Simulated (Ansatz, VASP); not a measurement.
**Si4Mo: VASP beside Ansatz**

Contents of INCAR:

```
SYSTEM = Si4Mo
PREC = Accurate ; ENCUT = 600
EDIFF = 1E-6 ; ISMEAR = 0
SIGMA = 0.1 ; LREAL = .FALSE.
LASPH = .TRUE. ; NELM = 100
ALGO = Normal ; ISIF = 3
LWAVE = .FALSE. ; LCHARG = .FALSE.
GGA = PE ; IBRION = 2
NSW = 100 ; EDIFFG = -0.01
```

KPOINTS

```
regular mesh
0
G
  8 8 8
  0 0 0
```

Contents of POSCAR:

```
Si4Mo
1.0
    0.0000000000      3.9879298390      4.2991633580
    2.3786100869      0.0000000000      4.2991633580
    2.3786100869      3.9879298390      0.0000000000
Si Mo
4 1
Direct
    0.0000000000      0.5000000000      0.0000000000
    0.1702903748      0.8297096252      0.1702903748
    0.8297096252      0.1702903748      0.8297096252
    0.5000000000      0.0000000000      0.5000000000
    0.5000000000      0.5000000000      0.5000000000
```

Input for Ansatz:

```yaml
crystal:
  lattice:
    - [0.0, 3.987929839, 4.299163358]
    - [2.3786100869, 0.0, 4.299163358]
    - [2.3786100869, 3.987929839, 0.0]
  atoms:
    - { symbol: Si, position: [0.0, 0.5, 0.0] }
    - { symbol: Si, position: [0.1702903748, 0.8297096252, 0.1702903748] }
    - { symbol: Si, position: [0.8297096252, 0.1702903748, 0.8297096252] }
    - { symbol: Si, position: [0.5, 0.0, 0.5] }
    - { symbol: Mo, position: [0.5, 0.5, 0.5] }
basis:
  ecutwfc: 420
kpoints:
  mp_grid: { grid: [8, 8, 8] }
hamiltonian:
  xc: pbe
scf:
  occupations: { method: gaussian, width: 0.1 }
output:
  forces: true
  stress: true
  eigenvalues: true
  write_density: true
  write_potential: true
  elf: true
  volumetric_format: npy
relax:
  adjacent_minimum: "off"
  f_tol: 0.01
  max_steps: 80
  cell: { stress_tol: 0.05 }
```

Alike in both runs: task relaxation of cell and atoms; functional PBE; k mesh 8 × 8 × 8; occupations gaussian, width 0.1 eV; no spin polarisation.

```csv
,VASP,Ansatz
version,VASP 6.6.1,Ansatz 0.2.0
potentials or method,"VASP PAW PBE potentials, release 64 (Si, Mo_sv), cutoff 600 eV","scalar-relativistic, plane waves, PAW"
valence electrons in the cell,30,30
```

|  | VASP | Ansatz | Ansatz less VASP |
| --- | --- | --- | --- |
| gap on the k mesh at the Fermi level, each at its own relaxed structure (eV) | none | none | - |
| relaxed volume (Å³/atom) | 16.25 | 16.24 | -0.004 |
| relaxed length of the cell vector where the two differ most in proportion (Å) | 4.639 | 4.637 | -0.0015 |

A gap of «none» marks a metal or a gap that the smearing closes.
